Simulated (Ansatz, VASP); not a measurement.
**Two plane-wave programs on Sr2Ge2As**

Contents of INCAR:

```
PREC     = Accurate       # precision mode
ENCUT    = 600            # plane-wave cutoff, eV
EDIFF    = 1E-6           # SCF threshold, eV
ISMEAR   = 0              # smearing method
SIGMA    = 0.1            # smearing width, eV
LREAL    = False          # projectors in reciprocal space
LASPH    = True           # aspherical terms in the spheres
NELM     = 60             # most SCF steps
ALGO     = Normal         # electronic algorithm
ISIF     = 3              # what is computed and relaxed
LWAVE    = False          # write WAVECAR
LCHARG   = False          # write CHGCAR
GGA      = PE             # functional
IBRION   = 2              # ionic algorithm
NSW      = 90             # ionic steps
EDIFFG   = -0.04          # ionic threshold
```

The input KPOINTS:

```
regular mesh
0
Gamma
  6 6 4
```

POSCAR

```
Sr2Ge2As
1.0
    4.2155311300      0.0000000000      0.0000000000
   -2.1077655600      3.6507570500      0.0000000000
    0.0000000000      0.0000000000      7.3932153800
Sr Ge As
2 2 1
Direct
    0.3333333300      0.6666666700      0.2899999900
    0.6666666700      0.3333333300      0.7100000100
    0.3333333300      0.6666666700      0.6200000000
    0.6666666700      0.3333333300      0.3800000000
    0.0000000000      0.0000000000      0.0000000000
```

Input for Ansatz:

```yaml
crystal:
  lattice:
    - [4.21553113, 0.0, 0.0]
    - [-2.10776556, 3.65075705, 0.0]
    - [0.0, 0.0, 7.39321538]
  atoms:
    - { symbol: Sr, position: [0.33333333, 0.66666667, 0.28999999] }
    - { symbol: Sr, position: [0.66666667, 0.33333333, 0.71000001] }
    - { symbol: Ge, position: [0.33333333, 0.66666667, 0.62] }
    - { symbol: Ge, position: [0.66666667, 0.33333333, 0.38] }
    - { symbol: As, position: [0.0, 0.0, 0.0] }
basis:
  ecutwfc: 420
kpoints:
  mp_grid: { grid: [6, 6, 4] }
hamiltonian:
  xc: pbe
scf:
  occupations: { method: gaussian, width: 0.1 }
  lower_state_search: "off"
output:
  forces: true
  stress: true
  eigenvalues: true
relax:
  adjacent_minimum: "off"
  f_tol: 0.04
  max_steps: 70
  cell: { stress_tol: 0.4 }
```

Change from the starting cell: species swapped into the Pr2SeO2 type (P-3m1, No. 164).

Alike in both runs: task relaxation of cell and atoms; functional PBE; k mesh 6 × 6 × 4; occupations gaussian, width 0.1 eV; no spin polarisation.

```csv
,VASP,Ansatz
version,VASP 6.6.1,Ansatz 0.2.0
potentials or method,"VASP PAW PBE potentials, release 64 (Sr_sv, Ge_d, As), cutoff 600 eV","scalar-relativistic, plane waves, PAW"
valence electrons in the cell,53,63
```

Ansatz gave:

```
gap on the k mesh at the Fermi level, each at its own relaxed structure (eV) : none
relaxed volume (Å³/atom)                                                     : 30.05
relaxed cell length with the largest relative difference (Å)                 : 4.291
```

Task: Estimate VASP's values.

Result: gap on the k mesh at the Fermi level, each at its own relaxed structure (eV): none; relaxed volume (Å³/atom): 30.00; relaxed cell length with the largest relative difference (Å): 4.287.

A gap of «none» marks a metal or a gap that the smearing closes. VASP's potentials hold 53 valence electrons a cell and Ansatz's 63, so a difference there can come from the potentials and not from the codes.

Noted on VASP's run: the volume moved by over 15 % at a fixed basis, so the end points are rough.
